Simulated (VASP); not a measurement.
# CdF2 in VASP: notebook, part 2 of 2

VASP 6.6.1. Earlier steps stand in the parts before.

## 3. Single point, PBEsol

File INCAR:

```
SYSTEM = CdF2
  PREC = Accurate
  ENCUT = 520
  EDIFF = 1E-6
  ISMEAR = 0
  SIGMA = 0.05
  LREAL = .False.
  LASPH = .True.
  NELM = 60
  ALGO = Normal
  ISIF = 2
  LWAVE = .False.
  LCHARG = .False.
  GGA = PS
  NBANDS = 20
```

File KPOINTS:

```
regular mesh
0
Gamma
  8 8 8
  0 0 0
```

File POSCAR:

```
CdF2
1.0
    0.0000000000      2.9478198865      2.2882620123
    2.8401369683      0.0000000000      2.2882620123
    2.8401369683      2.9478198865      0.0000000000
Cd F
1 2
Direct
    0.0000000000      0.0000000000      0.0000000000
    0.2500000000      0.2500000000      0.2500000000
    0.7500000000      0.7500000000      0.7500000000
```

Potentials or basis: VASP PAW PBE potentials, release 64 (Cd, F).

The run is started by

```console
> cat potpaw_PBE.64/Cd/POTCAR potpaw_PBE.64/F/POTCAR > POTCAR
> mpirun -np 1 vasp_std > vasp.out
```

OUTCAR:

```text
SYSTEM = CdF2
   PREC = Accurate
   ENCUT = 520
   EDIFF = 1E-6
   ISMEAR = 0
   LREAL = .False.
   LASPH = .True.
   NELM = 60
   ISIF = 2
   GGA = PS

 ion  position               nearest neighbor table
   1  0.000  0.000  0.000-   3 2.34   3 2.34   3 2.34   2 2.34   3 2.34   2 2.34   2 2.34   2 2.34

   2  0.250  0.250  0.250-   1 2.34   1 2.34   1 2.34   1 2.34
   3  0.750  0.750  0.750-   1 2.34   1 2.34   1 2.34   1 2.34

  LATTYP: Found a face centered orthorhombic cell.
 ALAT       =     4.5765240246
 B/A-ratio  =     1.2411764706
 C/A-ratio  =     1.2882352941

  Lattice vectors:

 A1 = (   2.8401369683,   2.9478198865,   0.0000000000)
 A2 = (   0.0000000000,   2.9478198865,   2.2882620123)
 A3 = (   2.8401369683,   0.0000000000,   2.2882620123)

Analysis of symmetry for initial positions (statically):
=====================================================================
 Subroutine PRICEL returns:
 Original cell was already a primitive cell.

 Routine SETGRP: Setting up the symmetry group for a
 face centered orthorhombic supercell.

 Subroutine GETGRP returns: Found  8 space group operations
 (whereof  8 operations were pure point group operations)
 out of a pool of  8 trial point group operations.

The static configuration has the point symmetry D_2h.

Analysis of symmetry for dynamics (positions and initial velocities):
=====================================================================
 Subroutine PRICEL returns:
 Original cell was already a primitive cell.

 Routine SETGRP: Setting up the symmetry group for a
 face centered orthorhombic supercell.

 Subroutine GETGRP returns: Found  8 space group operations
 (whereof  8 operations were pure point group operations)
 out of a pool of  8 trial point group operations.

The dynamic configuration has the point symmetry D_2h.

 Subroutine INISYM returns: Found  8 space group operations
 (whereof  8 operations are pure point group operations),
 and found     1 'primitive' translations

----------------------------------------------------------------------------------------

                                     Primitive cell

  volume of cell :      38.3156

  direct lattice vectors                    reciprocal lattice vectors
     0.000000000  2.947819887  2.288262012    -0.176047848  0.169616876  0.218506446
     2.840136968  0.000000000  2.288262012     0.176047848 -0.169616876  0.218506446
     2.840136968  2.947819887  0.000000000     0.176047848  0.169616876 -0.218506446

  length of vectors
     3.731726828  3.647262129  4.093411790     0.327883815  0.327883815  0.327883815

  position of ions in fractional coordinates (direct lattice)
     0.000000000  0.000000000  0.000000000
     0.250000000  0.250000000  0.250000000
     0.750000000  0.750000000  0.750000000

  ion indices of the primitive-cell ions
   primitive index   ion index
                 1           1
                 2           2
                 3           3

----------------------------------------------------------------------------------------

 KPOINTS: regular mesh

Automatic generation of k-mesh.
 Grid dimensions read from file:
 generate k-points for:    8    8    8

 Generating k-lattice:

  Cartesian coordinates                     Fractional coordinates (reciprocal lattice)
    -0.022005981  0.021202109  0.027313306     0.125000000 -0.000000000  0.000000000
     0.022005981 -0.021202109  0.027313306    -0.000000000  0.125000000  0.000000000
     0.022005981  0.021202109 -0.027313306     0.000000000  0.000000000  0.125000000

  Length of vectors
     0.040985477  0.040985477  0.040985477

  Shift w.r.t. Gamma in fractional coordinates (k-lattice)
     0.000000000  0.000000000  0.000000000

 Subroutine IBZKPT returns following result:
 ===========================================

 Found     95 irreducible k-points:

 Following reciprocal coordinates:
            Coordinates               Weight
  0.000000  0.000000  0.000000      1.000000
  0.125000 -0.000000 -0.000000      8.000000
  0.250000 -0.000000 -0.000000      8.000000
  0.375000 -0.000000  0.000000      8.000000
  0.500000 -0.000000 -0.000000      4.000000
  0.125000  0.125000  0.000000      2.000000
[... 16 lines left out ...]
  0.250000 -0.000000  0.125000      8.000000
  0.375000 -0.000000  0.125000      8.000000
 [... further k-points ...]
   k-points           NKPTS =     95   k-points in BZ     NKDIM =     95   number of bands    NBANDS=     20
   number of dos      NEDOS =    301   number of ions     NIONS =      3
   total plane-waves  NPLWV =  23520
   dimension x,y,z NGX =    28 NGY =   28 NGZ =   30
   dimension x,y,z NGXF=    56 NGYF=   56 NGZF=   60
   ions per type =               1   2
   NGX,Y,Z   is equivalent  to a cutoff of  12.47, 12.76, 12.18 a.u.
   NGXF,Y,Z  is equivalent  to a cutoff of  24.95, 25.53, 24.37 a.u.
 SYSTEM =  CdF2
   PREC   = accura    normal or accurate (medium, high low for compatibility)
   ISTART =      0    job   : 0-new  1-cont  2-samecut
   ICHARG =      2    charge: 1-file 2-atom 10-const
   ISPIN  =      1    spin polarized calculation?
   LNONCOLLINEAR =      F non collinear calculations
   LSORBIT =      F    spin-orbit coupling
   LASPH  =      T    aspherical Exc in radial PAW
   ENCUT  =  520.0 eV  38.22 Ry    6.18 a.u.   6.94  6.78  7.61*2*pi/ulx,y,z
   NELM   =     60;   NELMIN=  2; NELMDL= -5     # of ELM steps
   EDIFF  = 0.1E-05   stopping-criterion for ELM
   LREAL  =      F    real-space projection
   EDIFFG = 0.1E-04   stopping-criterion for IOM
   NSW    =      0    number of steps for IOM
   IBRION =     -1    ionic relax: 0-MD 1-quasi-New 2-CG
   NFREE  =      0    steps in history (QN), initial steepest desc. (CG)
   ISIF   =      2    stress and relaxation
   ISYM   =      2    0-nonsym 1-usesym 2-fastsym
   POTIM  = 0.5000    time-step for ionic-motion
   TEBEG  =    0.0;   TEEND  =   0.0 temperature during run
   PSTRESS=    0.0 pullay stress
   NELECT =      26.0000    total number of electrons
   NUPDOWN=      -1.0000    fix difference up-down
   EMIN   =  10.00;   EMAX   =-10.00  energy-range for DOS
   EFERMI =   0.00;   METHOD = LEGACY
   ISMEAR =     0;   SIGMA  =   0.05  broadening in eV -4-tet -1-fermi 0-gaus
   EFERMI_NEDOS =   21; number of points for ismear=-14 and -15
   IALGO  =     38    algorithm
   IMIX   =      4    mixing-type and parameters
     AMIX     =   0.40;   BMIX     =  1.00
     AMIX_MAG =   1.60;   BMIX_MAG =  1.00
  volume/ion in A,a.u.               =      12.77        86.19
  Fermi-wavevector in a.u.,A,eV,Ry     =   1.438602  2.718563 28.158282  2.069575
  Thomas-Fermi vector in A             =   2.557550
   LORBIT       =      0    0 simple, 1 ext, 2 COOP (PROOUT), +10 PAW based schemes
   GGA     = PS    functional components
   LHFCALC =     F    Hartree Fock is set to
   AEXX    =    0.0000 exact exchange contribution
   IVDW    =     0    specifies the selected vdW correction
   LEPSILON=     F    determine dielectric tensor
   LRPA    =     F    only Hartree local field effects (RPA)
 non-spin polarized calculation
 Gauss-broadening in eV      SIGMA  =   0.05
  energy-cutoff  :      520.00
  volume of cell :       38.32
 maximum number of plane-waves:      1060
   NGX = 13   NGY = 13   NGZ = 15

 number of electron      26.0000013 magnetization

 Free energy of the ion-electron system (eV)
  ---------------------------------------------------
  ext. energy  EPLUGINS =         0.00000000
  ---------------------------------------------------
  free energy    TOTEN  =       -11.02425884 eV

  energy without entropy =      -11.02425884  energy(sigma->0) =      -11.02425884

 E-fermi :   0.0306     XC(G=0): -10.8612

 val. band max:       -0.2010234609   @ k =   0.0000   0.5000   0.5000
 cond. band min:       1.2404697468   @ k =   0.0000   0.0000   0.0000
 fundamental gap:      1.4414932077
 Fermi energy:         0.0306247738

 k-point     1 :       0.0000    0.0000    0.0000
  band No.  band energies     occupation
      1     -22.0055      2.00000
      2     -20.4821      2.00000
      3      -6.8890      2.00000
      4      -6.8686      2.00000
      5      -6.8339      2.00000
      6      -5.8558      2.00000
[... 12 lines left out ...]
     19      16.5383      0.00000
[... 513 lines left out ...]
      4      -6.5061      2.00000
      5      -5.9645      2.00000
      6      -5.8611      2.00000
[... 12 lines left out ...]
     19      17.3930      0.00000
     20      19.2151      0.00000

 [... further k-points ...]

------------------------ aborting loop because EDIFF is reached ----------------------------------------

  FORCE on cell =-STRESS in cart. coord.  units (eV):
  Direction    XX          YY          ZZ          XY          YZ          ZX
  --------------------------------------------------------------------------------------
  -------------------------------------------------------------------------------------
  Total       -1.2987498     -2.3152758      5.9085114      0.0000000      0.0000000     -0.0000000
  in kB      -54.3075374    -96.8138178    247.0658316      0.0000000      0.0000000     -0.0000000
  external PRESSURE =      31.9814921 kB  Pullay stress =       0.0000000 kB

 VOLUME and BASIS-vectors are now :
 -----------------------------------------------------------------------------
  energy-cutoff  :      520.00
  volume of cell :       38.32
      direct lattice vectors                 reciprocal lattice vectors
     0.000000000  2.947819887  2.288262012    -0.176047848  0.169616876  0.218506446
     2.840136968  0.000000000  2.288262012     0.176047848 -0.169616876  0.218506446
     2.840136968  2.947819887  0.000000000     0.176047848  0.169616876 -0.218506446

 POSITION                                       TOTAL-FORCE (eV/Angst)
 -----------------------------------------------------------------------------------
      0.00000      0.00000      0.00000         0.000000     -0.000000      0.000000
      1.42007      1.47391      1.14413        -0.000000      0.000000     -0.000000
      4.26021      4.42173      3.43239         0.000000     -0.000000      0.000000
 -----------------------------------------------------------------------------------
    total drift:                                0.000000      0.000000      0.000000

  FREE ENERGIE OF THE ION-ELECTRON SYSTEM (eV)
  ---------------------------------------------------
  free  energy   TOTEN  =       -11.0242588411 eV

  energy  without entropy=      -11.0242588411  energy(sigma->0) =      -11.02425884
```

OSZICAR:

```text
N       E                     dE             d eps       ncg     rms          rms(c)
DAV:   1     0.196071066019E+03    0.19607E+03   -0.15555E+04  3944   0.133E+03
DAV:   2    -0.419634963093E+01   -0.20027E+03   -0.19186E+03  4176   0.345E+02
DAV:   3    -0.126376642326E+02   -0.84413E+01   -0.84169E+01  4304   0.766E+01
DAV:   4    -0.126737013012E+02   -0.36037E-01   -0.36035E-01  4168   0.512E+00
DAV:   5    -0.126738288161E+02   -0.12751E-03   -0.12751E-03  4332   0.273E-01    0.944E+00
DAV:   6    -0.110341899746E+02    0.16396E+01   -0.37856E+00  4908   0.377E+01    0.715E+00
DAV:   7    -0.110544230514E+02   -0.20233E-01   -0.81364E-01  3976   0.795E+00    0.425E+00
DAV:   8    -0.110358277455E+02    0.18595E-01   -0.18663E-01  4068   0.388E+00    0.770E-01
DAV:   9    -0.110235403187E+02    0.12287E-01   -0.46835E-02  4640   0.249E+00    0.101E-01
DAV:  10    -0.110241252809E+02   -0.58496E-03   -0.35421E-03  3912   0.601E-01    0.110E-01
DAV:  11    -0.110242402120E+02   -0.11493E-03   -0.15602E-04  4060   0.130E-01    0.476E-02
DAV:  12    -0.110242563617E+02   -0.16150E-04   -0.88429E-05  3900   0.756E-02    0.202E-02
DAV:  13    -0.110242588055E+02   -0.24438E-05   -0.73195E-06  4128   0.238E-02    0.299E-03
DAV:  14    -0.110242588411E+02   -0.35626E-07   -0.28976E-07  3372   0.396E-03
   1 F= -.11024259E+02 E0= -.11024259E+02  d E =-.424587E-13
```

stdout:

```text
POSCAR found type information on POSCAR CdF
 POSCAR found :  2 types and       3 ions
 scaLAPACK will be used
 -----------------------------------------------------------------------------
|                                                                             |
|                                                                             |
|     You enforced a specific xc type in the INCAR file but a different       |
|     I HOPE YOU KNOW WHAT YOU ARE DOING!                                     |
|                                                                             |
 -----------------------------------------------------------------------------

 LDA part: xc-table for (Slater+PW92), standard interpolation
 POSCAR, INCAR and KPOINTS ok, starting setup
 FFT: planning ... GRIDC
 FFT: planning ... GRID_SOFT
 FFT: planning ... GRID
 WAVECAR not read
 entering main loop
```

Run time: 28 s. Hardware: 1 thread of Intel Xeon 6975P-C (Granite Rapids), shared host; peak memory 0.2 GiB.

What came out:

```yaml
Free_energy: -11.0243 eV
Pressure: 3.2 GPa
Band_gap_on_the_k_mesh: 1.44 eV (least direct gap 1.72 eV)
```

Stress tensor (GPa, compression positive):
```
-5.43  0.00  0.00
 0.00 -9.68  0.00
 0.00  0.00 24.71
```

Caveat: the cell differs from its parent crystal (strain +e along x and -e along y -0.0200, strain +e along z and -e/2 along x and y -0.1500); the cell stands under pressure; the PAW data sets were made with another functional, which shifts forces and pressure a little.

## 4. Single point, PBEsol

File INCAR:

```
SYSTEM = CdF2
PREC = Accurate
ENCUT = 520
EDIFF = 1E-7
ISMEAR = 0
SIGMA = 0.05
LREAL = .False.
LASPH = .True.
NELM = 100
ALGO = Normal
ISIF = 2
LWAVE = .False.
LCHARG = .True.
GGA = PS
LELF = .True.
LVHAR = .True.
NBANDS = 20
```

KPOINTS is that of step 3.

File POSCAR:

```
CdF2
1.0
    0.0000000000      2.9208991569      2.2882620123
    2.8670576978      0.0000000000      2.2882620123
    2.8670576978      2.9208991569      0.0000000000
Cd F
1 2
Direct
    0.0000000000      0.0000000000      0.0000000000
    0.2500000000      0.2500000000      0.2500000000
    0.7500000000      0.7500000000      0.7500000000
```

Potentials or basis: VASP PAW PBE potentials, release 64 (Cd, F).

The run is started by

```console
> cat potpaw_PBE.64/Cd/POTCAR potpaw_PBE.64/F/POTCAR > POTCAR
> mpirun -np 1 vasp_std > vasp.out
```

OUTCAR:

```text
SYSTEM = CdF2
   PREC = Accurate
   ENCUT = 520
   EDIFF = 1E-7
   ISMEAR = 0
   LREAL = .False.
   LASPH = .True.
   NELM = 100
   ISIF = 2
   GGA = PS

 ion  position               nearest neighbor table
   1  0.000  0.000  0.000-   3 2.34   2 2.34   3 2.34   2 2.34   3 2.34   2 2.34   3 2.34   2 2.34

   2  0.250  0.250  0.250-   1 2.34   1 2.34   1 2.34   1 2.34
   3  0.750  0.750  0.750-   1 2.34   1 2.34   1 2.34   1 2.34

  LATTYP: Found a face centered orthorhombic cell.
 ALAT       =     4.5765240246
 B/A-ratio  =     1.2529411765
 C/A-ratio  =     1.2764705882

  Lattice vectors:

 A1 = (   2.8670576978,   2.9208991569,   0.0000000000)
 A2 = (   0.0000000000,   2.9208991569,   2.2882620123)
 A3 = (   2.8670576978,   0.0000000000,   2.2882620123)

Analysis of symmetry for initial positions (statically):
=====================================================================
 Subroutine PRICEL returns:
 Original cell was already a primitive cell.

 Routine SETGRP: Setting up the symmetry group for a
 face centered orthorhombic supercell.

 Subroutine GETGRP returns: Found  8 space group operations
[... 165 lines left out ...]
  energy without entropy =      -11.03092932  energy(sigma->0) =      -11.03092932

 E-fermi :  -0.0008     XC(G=0): -10.8590

 val. band max:       -0.2085268508   @ k =   0.0000   0.5000   0.5000
 cond. band min:       1.2466310507   @ k =   0.0000   0.0000   0.0000
 fundamental gap:      1.4551579015
 Fermi energy:        -0.0008390079

 k-point     1 :       0.0000    0.0000    0.0000
  band No.  band energies     occupation
      1     -22.0088      2.00000
      2     -20.4885      2.00000
      3      -6.8759      2.00000
      4      -6.8716      2.00000
      5      -6.8483      2.00000
      6      -5.8537      2.00000
[... 541 lines left out ...]
     19      17.3066      0.00000
     20      19.2563      0.00000

 [... further k-points ...]

------------------------ aborting loop because EDIFF is reached ----------------------------------------

  FORCE on cell =-STRESS in cart. coord.  units (eV):
  Direction    XX          YY          ZZ          XY          YZ          ZX
  --------------------------------------------------------------------------------------
  -------------------------------------------------------------------------------------
  Total       -1.5516190     -2.0596200      5.9071536      0.0000000      0.0000000     -0.0000000
  in kB      -64.8644797    -86.1011496    246.9449224      0.0000000      0.0000000     -0.0000000
  external PRESSURE =      31.9930977 kB  Pullay stress =       0.0000000 kB

 VOLUME and BASIS-vectors are now :
 -----------------------------------------------------------------------------
  energy-cutoff  :      520.00
  volume of cell :       38.33
      direct lattice vectors                 reciprocal lattice vectors
     0.000000000  2.920899157  2.288262012    -0.174394816  0.171180165  0.218506446
     2.867057698  0.000000000  2.288262012     0.174394816 -0.171180165  0.218506446
     2.867057698  2.920899157  0.000000000     0.174394816  0.171180165 -0.218506446

 POSITION                                       TOTAL-FORCE (eV/Angst)
 -----------------------------------------------------------------------------------
      0.00000      0.00000      0.00000        -0.000000      0.000000      0.000000
      1.43353      1.46045      1.14413        -0.000000     -0.000000     -0.000000
      4.30059      4.38135      3.43239         0.000000      0.000000      0.000000
 -----------------------------------------------------------------------------------
    total drift:                                0.000000      0.000000      0.000000

  FREE ENERGIE OF THE ION-ELECTRON SYSTEM (eV)
  ---------------------------------------------------
  free  energy   TOTEN  =       -11.0309293195 eV

  energy  without entropy=      -11.0309293195  energy(sigma->0) =      -11.03092932
```

It took 29 s on 1 thread of Intel Xeon 6975P-C (Granite Rapids), shared host; peak memory 0.2 GiB.

Results:

```
Free energy            : -11.0309 eV
Pressure               : 3.2 GPa
Band gap on the k mesh : 1.46 eV (least direct gap 1.73 eV)
```

Stress tensor (GPa, compression positive):
```
-6.49  0.00  0.00
 0.00 -8.61  0.00
 0.00  0.00 24.69
```

Levels at points of the mesh, in eV from the valence-band top:
| k point | band 9 | band 10 | band 11 | band 12 | band 13 | band 14 | band 15 | band 16 | band 17 | band 18 |
| --- | --- | --- | --- | --- | --- | --- | --- | --- | --- | --- |
| (0.00, 0.00, 0.00) | -2.51 | -2.26 | -1.31 | -1.28 | -0.28 | 1.46 | 11.51 | 11.97 | 12.03 | 16.20 |
| (0.50, 0.00, 0.00) | -3.29 | -3.05 | -2.40 | -1.51 | -1.35 | 5.83 | 7.35 | 12.53 | 13.82 | 15.73 |
| (0.50, 0.50, 0.00) | -4.31 | -3.93 | -1.16 | -1.12 | -0.10 | 5.76 | 8.48 | 11.45 | 12.00 | 12.31 |
| (0.50, 0.00, 0.50) | -4.36 | -3.33 | -1.69 | -1.30 | -0.01 | 6.67 | 8.13 | 11.05 | 12.56 | 14.51 |
| (0.00, 0.50, 0.50) | -4.32 | -3.34 | -1.60 | -1.33 | 0.00 | 6.77 | 7.94 | 10.93 | 12.36 | 14.55 |

Caveat: the cell differs from its parent crystal (strain +e along x and -e along y -0.0100, strain +e along z and -e/2 along x and y -0.1500); the cell stands under pressure; the PAW data sets were made with another functional, which shifts forces and pressure a little.

## 5. Overview

```tsv
cell	gap on the mesh (eV)	pressure (GPa)
a = 3.773, b = 3.773, c = 3.879 Å, angles 59.1, 59.1, 61.9°, 3 atoms	2.81	0.9
a = 3.732, b = 3.647, c = 4.093 Å, angles 57.3, 55.3, 67.4°, 3 atoms	1.44	3.2
a = 3.710, b = 3.668, c = 4.093 Å, angles 56.8, 55.8, 67.4°, 3 atoms	1.46	3.2
```

Alike in all rows: task single point; level PBEsol; potentials or basis VASP PAW PBE potentials, release 64 (Cd, F); no spin polarisation; k mesh 8 × 8 × 8; cutoff (eV) 520; smearing gaussian 0.05 eV.

Caveats: the PAW data sets were made with another functional, which shifts forces and pressure a little; the cell stands under pressure (at least some runs).

Absolute energies hang on the potentials; compare differences alone.
